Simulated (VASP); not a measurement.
Here is a VASP 6.6.1 calculation.

The input INCAR:

```
SYSTEM = Zn
  ALGO = Normal
  EDIFF = 1E-6
  ENCUT = 520
  GGA = PS
  ISIF = 2
  ISMEAR = -1
  IVDW = 12
  LASPH = .True.
  LCHARG = .False.
  LREAL = .False.
  LWAVE = .False.
  NBANDS = 12
  NELM = 100
  PREC = Accurate
  SIGMA = 0.3
```

Contents of KPOINTS:

```
k-points
0
Gamma
  6 6 6
  0 0 0
```

The input POSCAR:

```
Zn
1.0
   -1.5093348717      1.5093348717      1.5093348717
    1.5093348717     -1.5093348717      1.5093348717
    1.5093348717      1.5093348717     -1.5093348717
Zn
1
Direct
    0.0000000000      0.0000000000      0.0000000000
```

Potentials or basis: VASP PAW PBE potentials, release 64 (Zn).

Run with:

```console
$ cat potpaw_PBE.64/Zn/POTCAR > POTCAR
$ mpirun -np 1 vasp_std > vasp.out
```

Predict the band gap on the k mesh.

zero (band 6 reaches 8.16 eV, above the bottom of band 7 at 3.02 eV).

Predict the dispersion energy per atom.

-0.398 eV.

Estimate the pressure.

0.4 GPa.

Caveat: the k points lie up to 0.49 Å⁻¹ apart; the PAW data sets were made with another functional, which shifts forces and pressure a little; pairwise dispersion overbinds metals, which lowers pressure and volume.
